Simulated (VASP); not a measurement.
# KF (Fm-3m) in VASP: a series of runs

Runs on KF. Level: r2SCAN. Tasks: single point.

All numbers are computed with VASP 6.6.1; they aren't measurements. Logs are shortened: lines on timing, memory, paths and dates and some standing lists are left out, and cuts for length are marked.

### Step 1. The cell of the first run

The structure is cubic, space group Fm-3m (No. 225). Conventional cell: a = 5.209 Å, b = 5.209 Å, c = 5.209 Å, α = 90.00°, β = 90.00°, γ = 90.00°. Within 3.4 Å of K (site symmetry m-3m) lie 6 F at 2.60 Å. Within 3.4 Å of F (site symmetry m-3m) lie 6 K at 2.60 Å.

### Step 2. Single point, r2SCAN (volume scaled by 0.94)

Contents of POSCAR:

```
KF
1.0
    0.0000000000      2.6045139322      2.6045139322
    2.6045139322      0.0000000000      2.6045139322
    2.6045139322      2.6045139322      0.0000000000
K F
1 1
Direct
    0.0000000000      0.0000000000      0.0000000000
    0.5000000000      0.5000000000      0.5000000000
```

Contents of INCAR.step1:

```
ALGO = Normal
EDIFF = 1E-4
ENCUT = 520
GGA = PE
ISMEAR = 0
LASPH = T
LCHARG = F
LREAL = F
LWAVE = T
NBANDS = 15
NELM = 100
PREC = Accurate
SIGMA = 0.02
```

Contents of INCAR.step2:

```
ALGO = Normal
EDIFF = 1E-6
ENCUT = 520
ISIF = 2
ISMEAR = 0
ISTART = 1
LASPH = T
LCHARG = F
LMIXTAU = T
LREAL = F
LWAVE = F
METAGGA = R2SCAN
NBANDS = 15
NELM = 100
PREC = Accurate
SIGMA = 0.02
```

Contents of KPOINTS:

```
k-points
0
Gamma
  8 8 8
```

Potentials or basis: VASP PAW PBE potentials, release 64 (K_sv, F).

On the command line:

```
$ cat potpaw_PBE.64/K_sv/POTCAR potpaw_PBE.64/F/POTCAR > POTCAR
$ cp INCAR.step1 INCAR
$ mpirun -np 1 vasp_std > vasp.out
$ cp INCAR.step2 INCAR
$ mpirun -np 1 vasp_std > vasp.out
```

OUTCAR:

```text
EDIFF = 1E-6
   ENCUT = 520
   ISIF = 2
   ISMEAR = 0
   ISTART = 1
   LASPH = T
   LREAL = F
   METAGGA = R2SCAN
   NELM = 100
   PREC = Accurate

 ion  position               nearest neighbor table
   1  0.000  0.000  0.000-   2 2.60   2 2.60   2 2.60   2 2.60   2 2.60   2 2.60
   2  0.500  0.500  0.500-   1 2.60   1 2.60   1 2.60   1 2.60   1 2.60   1 2.60

  LATTYP: Found a face centered cubic cell.
 ALAT       =     5.2090278644

  Lattice vectors:

 A1 = (   0.0000000000,   2.6045139322,   2.6045139322)
 A2 = (   2.6045139322,   0.0000000000,   2.6045139322)
 A3 = (   2.6045139322,   2.6045139322,   0.0000000000)

Analysis of symmetry for initial positions (statically):
=====================================================================
 Subroutine PRICEL returns:
 Original cell was already a primitive cell.

 Routine SETGRP: Setting up the symmetry group for a
 face centered cubic supercell.

 Subroutine GETGRP returns: Found 48 space group operations
 (whereof 48 operations were pure point group operations)
 out of a pool of 48 trial point group operations.

The static configuration has the point symmetry O_h .

Analysis of symmetry for dynamics (positions and initial velocities):
=====================================================================
 Subroutine PRICEL returns:
 Original cell was already a primitive cell.

 Routine SETGRP: Setting up the symmetry group for a
 face centered cubic supercell.

 Subroutine GETGRP returns: Found 48 space group operations
 (whereof 48 operations were pure point group operations)
 out of a pool of 48 trial point group operations.

The dynamic configuration has the point symmetry O_h .

 Subroutine INISYM returns: Found 48 space group operations
 (whereof 48 operations are pure point group operations),
 and found     1 'primitive' translations

----------------------------------------------------------------------------------------

                                     Primitive cell

  volume of cell :      35.3354

  direct lattice vectors                    reciprocal lattice vectors
     0.000000000  2.604513932  2.604513932    -0.191974400  0.191974400  0.191974400
     2.604513932  0.000000000  2.604513932     0.191974400 -0.191974400  0.191974400
     2.604513932  2.604513932  0.000000000     0.191974400  0.191974400 -0.191974400

  length of vectors
     3.683338926  3.683338926  3.683338926     0.332509415  0.332509415  0.332509415

  position of ions in fractional coordinates (direct lattice)
     0.000000000  0.000000000  0.000000000
     0.500000000  0.500000000  0.500000000

  ion indices of the primitive-cell ions
   primitive index   ion index
                 1           1
[... 81 lines left out ...]
   POTIM  = 0.5000    time-step for ionic-motion
   TEBEG  =    0.0;   TEEND  =   0.0 temperature during run
   PSTRESS=    0.0 pullay stress
   NELECT =      16.0000    total number of electrons
   NUPDOWN=      -1.0000    fix difference up-down
   EMIN   =  10.00;   EMAX   =-10.00  energy-range for DOS
   EFERMI =   0.00;   METHOD = LEGACY
   ISMEAR =     0;   SIGMA  =   0.02  broadening in eV -4-tet -1-fermi 0-gaus
   EFERMI_NEDOS =   21; number of points for ismear=-14 and -15
   IALGO  =     38    algorithm
   IMIX   =      4    mixing-type and parameters
     AMIX     =   0.40;   BMIX     =  1.00
     AMIX_MAG =   1.60;   BMIX_MAG =  1.00
  volume/ion in A,a.u.               =      17.67       119.23
  Fermi-wavevector in a.u.,A,eV,Ry     =   1.257124  2.375620 21.502116  1.580361
  Thomas-Fermi vector in A             =   2.390798
   LORBIT       =      0    0 simple, 1 ext, 2 COOP (PROOUT), +10 PAW based schemes
   METAGGA = R2SCAN    functional components
   LHFCALC =     F    Hartree Fock is set to
   AEXX    =    0.0000 exact exchange contribution
   IVDW    =     0    specifies the selected vdW correction
   LEPSILON=     F    determine dielectric tensor
   LRPA    =     F    only Hartree local field effects (RPA)
 non-spin polarized calculation
 Gauss-broadening in eV      SIGMA  =   0.02
  energy-cutoff  :      520.00
  volume of cell :       35.34
 maximum number of plane-waves:       961
   NGX = 13   NGY = 13   NGZ = 13

 number of electron      16.0000007 magnetization

 Free energy of the ion-electron system (eV)
  ---------------------------------------------------
  ext. energy  EPLUGINS =         0.00000000
  ---------------------------------------------------
  free energy    TOTEN  =       -14.95275197 eV

  energy without entropy =      -14.95275197  energy(sigma->0) =      -14.95275197

 E-fermi :  -2.9325     XC(G=0):  -9.2895

 val. band max:       -3.1375709877   @ k =   0.0000   0.0000   0.0000
 cond. band min:       4.1212721444   @ k =   0.0000   0.0000   0.0000
 fundamental gap:      7.2588431321
 Fermi energy:        -2.9324719803

 k-point     1 :       0.0000    0.0000    0.0000
  band No.  band energies     occupation
      1     -30.0569      2.00000
      2     -22.9658      2.00000
      3     -12.4777      2.00000
      4     -12.4777      2.00000
      5     -12.4777      2.00000
      6      -3.1376      2.00000
      7      -3.1376      2.00000
      8      -3.1376      2.00000
      9       4.1213      0.00000
     10       8.5189      0.00000
     11       8.5189      0.00000
     12       8.5189      0.00000
     13      10.4908      0.00000
     14      10.4908      0.00000
[... 401 lines left out ...]
      2     -23.0724      2.00000
      3     -12.8672      2.00000
      4     -12.7473      2.00000
      5     -12.5602      2.00000
      6      -3.7423      2.00000
      7      -3.4417      2.00000
      8      -3.4029      2.00000
      9       7.1744      0.00000
     10       7.9490      0.00000
     11       9.9098      0.00000
     12      10.8656      0.00000
     13      12.3206      0.00000
     14      13.4666      0.00000
     15      14.0792      0.00000

 [... further k-points ...]
[... 5 lines left out ...]
  --------------------------------------------------------------------------------------
  -------------------------------------------------------------------------------------
  Total        0.5678645      0.5678645      0.5678645      0.0000000     -0.0000000      0.0000000
  in kB       25.7481046     25.7481046     25.7481046      0.0000000     -0.0000000      0.0000000
  external PRESSURE =      25.7481046 kB  Pullay stress =       0.0000000 kB

 VOLUME and BASIS-vectors are now :
 -----------------------------------------------------------------------------
  energy-cutoff  :      520.00
  volume of cell :       35.34
      direct lattice vectors                 reciprocal lattice vectors
     0.000000000  2.604513932  2.604513932    -0.191974400  0.191974400  0.191974400
     2.604513932  0.000000000  2.604513932     0.191974400 -0.191974400  0.191974400
     2.604513932  2.604513932  0.000000000     0.191974400  0.191974400 -0.191974400

 POSITION                                       TOTAL-FORCE (eV/Angst)
 -----------------------------------------------------------------------------------
      0.00000      0.00000      0.00000         0.000000      0.000000     -0.000000
      2.60451      2.60451      2.60451        -0.000000     -0.000000      0.000000
 -----------------------------------------------------------------------------------
    total drift:                                0.000000      0.000000      0.000000

  FREE ENERGIE OF THE ION-ELECTRON SYSTEM (eV)
  ---------------------------------------------------
  free  energy   TOTEN  =       -14.9527519707 eV

  energy  without entropy=      -14.9527519707  energy(sigma->0) =      -14.95275197
```

It took 48 s on 1 thread of AMD EPYC 9R14 (Zen 4), shared host; peak memory 0.14 GiB.

What came out:

| Property | Result |
| --- | --- |
| Free energy | -14.9528 eV |
| Pressure | 2.6 GPa |
| Band gap on the k mesh | 7.26 eV, direct |

Levels at points of the mesh, in eV from the valence-band top:
```
           k point  band 4  band 5  band 6  band 7  band 8  band 9  band 10  band 11  band 12  band 13
(0.00, 0.00, 0.00)   -9.34   -9.34    0.00    0.00    0.00    7.26    11.66    11.66    11.66    13.63
(0.50, 0.00, 0.00)   -9.38   -9.38   -0.85   -0.40   -0.40   10.00    11.85    13.29    13.29    15.80
(0.50, 0.50, 0.00)   -9.60   -9.60   -0.16   -0.03   -0.03    8.82    11.66    13.08    15.04    15.60
```

Caveat: the cell differs from its parent crystal (volume scaled by 0.94); the PAW data sets were made with another functional, which shifts forces and pressure a little. A k mesh can miss the band edges.

### Step 3. Single point, r2SCAN (volume scaled by 0.97)

Contents of POSCAR:

```
KF
1.0
    0.0000000000      2.6319318832      2.6319318832
    2.6319318832      0.0000000000      2.6319318832
    2.6319318832      2.6319318832      0.0000000000
K F
1 1
Direct
    0.0000000000      0.0000000000      0.0000000000
    0.5000000000      0.5000000000      0.5000000000
```

Edit INCAR.step1 of step 2 so:

```diff
@@ -10,3 +10,3 @@
 NBANDS = 15
-NELM = 100
+NELM = 60
 PREC = Accurate
```

Edit INCAR.step2 of step 2 so:

```diff
@@ -1,3 +1,3 @@
 ALGO = Normal
-EDIFF = 1E-6
+EDIFF = 1E-7
 ENCUT = 520
@@ -13,3 +13,3 @@
 NBANDS = 15
-NELM = 100
+NELM = 60
 PREC = Accurate
```

KPOINTS is that of step 2.

Potentials or basis: VASP PAW PBE potentials, release 64 (K_sv, F).

On the command line:

```
$ cat potpaw_PBE.64/K_sv/POTCAR potpaw_PBE.64/F/POTCAR > POTCAR
$ cp INCAR.step1 INCAR
$ mpirun -np 1 vasp_std > vasp.out
$ cp INCAR.step2 INCAR
$ mpirun -np 1 vasp_std > vasp.out
```

Wall time 56 s (1 thread of AMD EPYC 9R14 (Zen 4), shared host); peak memory 0.14 GiB.

It converged, with:

| Property | Result |
| --- | --- |
| Free energy | -14.9674 eV |
| Pressure | 1.2 GPa |
| Band gap on the k mesh | 7.08 eV, direct |

Levels at points of the mesh, in eV from the valence-band top:
| k point | band 6 | band 7 | band 8 | band 9 | band 10 | band 11 |
| --- | --- | --- | --- | --- | --- | --- |
| (0.00, 0.00, 0.00) | 0.00 | 0.00 | 0.00 | 7.08 | 11.57 | 11.57 |
| (0.50, 0.00, 0.00) | -0.81 | -0.37 | -0.37 | 9.87 | 11.60 | 13.14 |
| (0.50, 0.50, 0.00) | -0.18 | -0.04 | -0.04 | 8.80 | 11.48 | 12.80 |

Caveat: the cell differs from its parent crystal (volume scaled by 0.97); the PAW data sets were made with another functional, which shifts forces and pressure a little. A k mesh can miss the band edges.

### Step 4. Single point, r2SCAN

This run uses another cell than the first one, of 18.80 Å³/atom, 1.064 times its volume.

Contents of POSCAR:

```
KF
1.0
    0.0000000000      2.6587901860      2.6587901860
    2.6587901860      0.0000000000      2.6587901860
    2.6587901860      2.6587901860      0.0000000000
K F
1 1
Direct
    0.0000000000      0.0000000000      0.0000000000
    0.5000000000      0.5000000000      0.5000000000
```

Contents of INCAR.step1:

```
PREC = Accurate ; ENCUT = 520
ISMEAR = 0 ; SIGMA = 0.02
LREAL = F ; LASPH = T
NELM = 80 ; NBANDS = 15
GGA = PE ; ALGO = Normal
EDIFF = 1E-4 ; LWAVE = T
LCHARG = F
```

Contents of INCAR.step2:

```
PREC = Accurate ; ENCUT = 520
EDIFF = 1E-6 ; ISMEAR = 0
SIGMA = 0.02 ; LREAL = F
LASPH = T ; NELM = 80
ALGO = Normal ; ISIF = 2
LWAVE = F ; LCHARG = F
METAGGA = R2SCAN ; LMIXTAU = T
NBANDS = 15 ; ISTART = 1
```

Contents of KPOINTS:

```
regular mesh
0
Gamma
  8 8 8
```

On the command line:

```
$ cat potpaw_PBE.64/K_sv/POTCAR potpaw_PBE.64/F/POTCAR > POTCAR
$ cp INCAR.step1 INCAR
$ mpirun -np 1 vasp_std > vasp.out
$ cp INCAR.step2 INCAR
$ mpirun -np 1 vasp_std > vasp.out
```

Run time: 48 s. Hardware: 1 thread of AMD EPYC 9R14 (Zen 4), shared host; peak memory 0.14 GiB.

The run converged. Its results:

```yaml
Free_energy: -14.9729 eV
Pressure: 0.0 GPa
Band_gap_on_the_k_mesh: 6.91 eV, direct
```

Levels at points of the mesh, in eV from the valence-band top:
```
           k point  band 5  band 6  band 7  band 8  band 9  band 10  band 11  band 12
(0.00, 0.00, 0.00)   -9.56    0.00    0.00    0.00    6.91    11.49    11.49    11.49
(0.50, 0.00, 0.00)   -9.59   -0.78   -0.35   -0.35    9.74    11.36    12.99    12.99
(0.50, 0.50, 0.00)   -9.77   -0.20   -0.05   -0.05    8.78    11.31    12.55    14.71
```

Caveat: the PAW data sets were made with another functional, which shifts forces and pressure a little. r2SCAN opens gaps a little over a GGA but as a rule still falls short of measured ones.

### Step 5. Single point, r2SCAN

This run uses another cell than the first one, of 18.80 Å³/atom, 1.064 times its volume.

POSCAR is that of step 4.

Contents of INCAR.step1:

```
SYSTEM = KF
PREC     = Accurate       ! precision mode
ENCUT    = 520            ! plane-wave cutoff, eV
ISMEAR   = 0              ! smearing method
SIGMA    = 0.02           ! smearing width, eV
LREAL    = .False.        ! projectors in reciprocal space
LASPH    = .True.         ! aspherical terms in the spheres
NELM     = 60             ! most SCF steps
NBANDS   = 15             ! bands
GGA      = PE             ! functional
ALGO     = Normal         ! electronic algorithm
EDIFF    = 1E-4           ! SCF threshold, eV
LWAVE    = .True.         ! write WAVECAR
LCHARG   = .False.        ! write CHGCAR
```

Contents of INCAR.step2:

```
SYSTEM = KF
PREC     = Accurate       ! precision mode
ENCUT    = 520            ! plane-wave cutoff, eV
EDIFF    = 1E-6           ! SCF threshold, eV
ISMEAR   = 0              ! smearing method
SIGMA    = 0.02           ! smearing width, eV
LREAL    = .False.        ! projectors in reciprocal space
LASPH    = .True.         ! aspherical terms in the spheres
NELM     = 60             ! most SCF steps
ALGO     = Normal         ! electronic algorithm
ISIF     = 2              ! what is computed and relaxed
LWAVE    = .False.        ! write WAVECAR
LCHARG   = .False.        ! write CHGCAR
METAGGA  = R2SCAN         ! meta-GGA
LMIXTAU  = .True.       
NBANDS   = 15             ! bands
ISTART   = 1
```

Contents of KPOINTS:

```
regular mesh
0
Gamma
  8 8 8
  0 0 0
```

On the command line:

```
$ cat potpaw_PBE.64/K_sv/POTCAR potpaw_PBE.64/F/POTCAR > POTCAR
$ cp INCAR.step1 INCAR
$ mpirun -np 1 vasp_std > vasp.out
$ cp INCAR.step2 INCAR
$ mpirun -np 1 vasp_std > vasp.out
```

It took 48 s on 1 thread of AMD EPYC 9R14 (Zen 4), shared host; peak memory 0.14 GiB.

The run converged. Its results:

- Free energy: -14.9729 eV
- Pressure: 0.0 GPa
- Band gap on the k mesh: 6.91 eV, direct

Levels at points of the mesh, in eV from the valence-band top:
```tsv
k point	band 5	band 6	band 7	band 8	band 9	band 10	band 11	band 12
(0.00, 0.00, 0.00)	-9.56	0.00	0.00	0.00	6.91	11.49	11.49	11.49
(0.50, 0.00, 0.00)	-9.59	-0.78	-0.35	-0.35	9.74	11.36	12.99	12.99
(0.50, 0.50, 0.00)	-9.77	-0.20	-0.05	-0.05	8.78	11.31	12.55	14.71
```

Caveat: the PAW data sets were made with another functional, which shifts forces and pressure a little.

### Step 6. Single point, r2SCAN (volume scaled by 1.03)

Contents of POSCAR:

```
KF
1.0
    0.0000000000      2.6851165534      2.6851165534
    2.6851165534      0.0000000000      2.6851165534
    2.6851165534      2.6851165534      0.0000000000
K F
1 1
Direct
    0.0000000000      0.0000000000      0.0000000000
    0.5000000000      0.5000000000      0.5000000000
```

Contents of INCAR.step1:

```
SYSTEM = KF
  ALGO = Normal
  EDIFF = 1E-4
  ENCUT = 520
  GGA = PE
  ISMEAR = 0
  LASPH = .TRUE.
  LCHARG = .FALSE.
  LREAL = .FALSE.
  LWAVE = .TRUE.
  NBANDS = 15
  NELM = 100
  PREC = Accurate
  SIGMA = 0.02
```

Contents of INCAR.step2:

```
SYSTEM = KF
  ALGO = Normal
  EDIFF = 1E-7
  ENCUT = 520
  ISIF = 2
  ISMEAR = 0
  ISTART = 1
  LASPH = .TRUE.
  LCHARG = .TRUE.
  LELF = .TRUE.
  LMIXTAU = .TRUE.
  LREAL = .FALSE.
  LVHAR = .TRUE.
  LWAVE = .FALSE.
  METAGGA = R2SCAN
  NBANDS = 15
  NELM = 100
  PREC = Accurate
  SIGMA = 0.02
```

Contents of KPOINTS:

```
k-points
0
G
  8 8 8
  0 0 0
```

Potentials or basis: VASP PAW PBE potentials, release 64 (K_sv, F).

On the command line:

```
$ cat potpaw_PBE.64/K_sv/POTCAR potpaw_PBE.64/F/POTCAR > POTCAR
$ cp INCAR.step1 INCAR
$ mpirun -np 1 vasp_std > vasp.out
$ cp INCAR.step2 INCAR
$ mpirun -np 1 vasp_std > vasp.out
```

Wall time 52 s (1 thread of AMD EPYC 9R14 (Zen 4), shared host); peak memory 0.14 GiB.

Results (log left out):

- Free energy: -14.9709 eV
- Pressure: -1.0 GPa
- Band gap on the k mesh: 6.75 eV, direct

Levels at points of the mesh, in eV from the valence-band top:
```
           k point  band 4  band 5  band 6  band 7  band 8  band 9  band 10  band 11  band 12  band 13
(0.00, 0.00, 0.00)   -9.66   -9.66    0.00    0.00    0.00    6.75    11.41    11.41    11.41    13.25
(0.50, 0.00, 0.00)   -9.70   -9.70   -0.75   -0.32   -0.32    9.62    11.13    12.85    12.85    15.19
(0.50, 0.50, 0.00)   -9.86   -9.86   -0.21   -0.06   -0.06    8.75    11.14    12.30    14.55    15.04
```

Caveat: the cell differs from its parent crystal (volume scaled by 1.03); the PAW data sets were made with another functional, which shifts forces and pressure a little. A k mesh can miss the band edges.

### Step 7. Overview

| cell | gap on the mesh (eV) | pressure (GPa) |
| --- | --- | --- |
| a = 3.683 Å, angles 60.0°, 2 atoms | 7.26 | 2.6 |
| a = 3.722 Å, angles 60.0°, 2 atoms | 7.08 | 1.2 |
| a = 3.760 Å, angles 60.0°, 2 atoms | 6.91 | 0.0 |
| a = 3.797 Å, angles 60.0°, 2 atoms | 6.75 | -1.0 |

Alike in all rows: task single point; level r2SCAN; potentials or basis VASP PAW PBE potentials, release 64 (K_sv, F); no spin polarisation; k mesh 8 × 8 × 8; cutoff (eV) 520; smearing gaussian 0.02 eV.

Caveats: the PAW data sets were made with another functional, which shifts forces and pressure a little.

Total energies depend on the potentials used, so only differences within one code and one set of settings carry meaning.
